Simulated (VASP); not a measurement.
Input of a VASP 6.6.1 run:

File INCAR:

```
PREC = Accurate
ENCUT = 520
EDIFF = 1E-7
ISMEAR = -1
SIGMA = 0.05
LREAL = F
LASPH = T
NELM = 80
ALGO = Normal
ISIF = 2
LWAVE = F
LCHARG = F
GGA = CA
NBANDS = 21
```

The input KPOINTS:

```
Automatic mesh
0
Gamma
  8 8 8
```

Contents of POSCAR:

```
Pb
1.0
    0.0000000000      3.5064485529      3.5064485529
    3.5064485529      0.0000000000      3.5064485529
    3.5064485529      3.5064485529      0.0000000000
Pb
2
Direct
    0.0000000000      0.0000000000      0.0000000000
    0.2500000000      0.2500000000      0.2500000000
```

Potentials or basis: VASP PAW LDA potentials, release 64 (Pb_d).

Launch:

```sh
$ cat potpaw_LDA.64/Pb_d/POTCAR > POTCAR
$ mpirun -np 1 vasp_std > vasp.out
```

Q: What does it give for the pressure?

A: -2.3 GPa.

Q: Predict the band gap on the k mesh.

A: Zero (band 14 reaches 3.91 eV, above the bottom of band 15 at 2.85 eV).

Caveat: spin-orbit coupling is left out, which moves the levels of the heavy elements.
